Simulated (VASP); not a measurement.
Write the native input for VASP 6.6.1 that does the following.

| Quantity | Value |
| --- | --- |
| Task | single point |
| Functional | LDA |
| Potentials or basis | VASP PAW LDA potentials, release 64 (Sn_d, O_h) |
| Cutoff | 1340 eV |
| k mesh | 6 × 6 × 6 |
| Occupations | fermi-dirac, width 0.02 eV |
| Spin | no spin polarisation |
| Dipole correction | no |
| Further INCAR settings | ALGO = Normal; EDIFF = 1e-06; NBANDS = 28 |

The structure of SnO lies in POSCAR:

```
SnO
1.0
    3.7926488455      0.0000000000      0.0000000000
    0.0000000000      3.7926488455      0.0000000000
    0.0000000000      0.0000000000      4.7582138958
Sn O
2 2
Direct
    0.5000000000      0.0000000000      0.2410340807
    0.0000000000      0.5000000000      0.7589659193
    0.0000000000      0.0000000000      0.0000000000
    0.5000000000      0.5000000000      0.0000000000
```

The input as run:

INCAR

```
  PREC = Accurate
  ENCUT = 1340
  EDIFF = 1E-6
  ISMEAR = -1
  SIGMA = 0.02
  LREAL = False
  LASPH = True
  NELM = 120
  ALGO = Normal
  ISIF = 2
  LWAVE = False
  LCHARG = True
  LELF = True
  LVHAR = True
  NBANDS = 28
  GGA_COMPAT = False
```

KPOINTS

```
Automatic mesh
0
Gamma
  6 6 6
```

Potentials or basis: VASP PAW LDA potentials, release 64 (Sn_d, O_h).

The run is started by

```sh
$ cat potpaw_LDA.64/Sn_d/POTCAR potpaw_LDA.64/O_h/POTCAR > POTCAR
$ mpirun -np 1 vasp_std > vasp.out
```

Results of the run:

```json
{
  "Pressure": "-1.6 GPa",
  "Largest force": "0.019 eV/Å",
  "Band gap on the k mesh": "0.01 eV (least direct gap 1.87 eV)"
}
```

Caveat: the smearing spreads over this small gap; semilocal functionals underestimate gaps, and a narrow one can read as zero; spin-orbit coupling is left out, which moves the levels of the heavy elements.

Wall time 3.5 min on 1 thread of Intel(R) Xeon(R) Platinum 8559C (Emerald Rapids), on a shared host, peak memory 0.45 GiB.
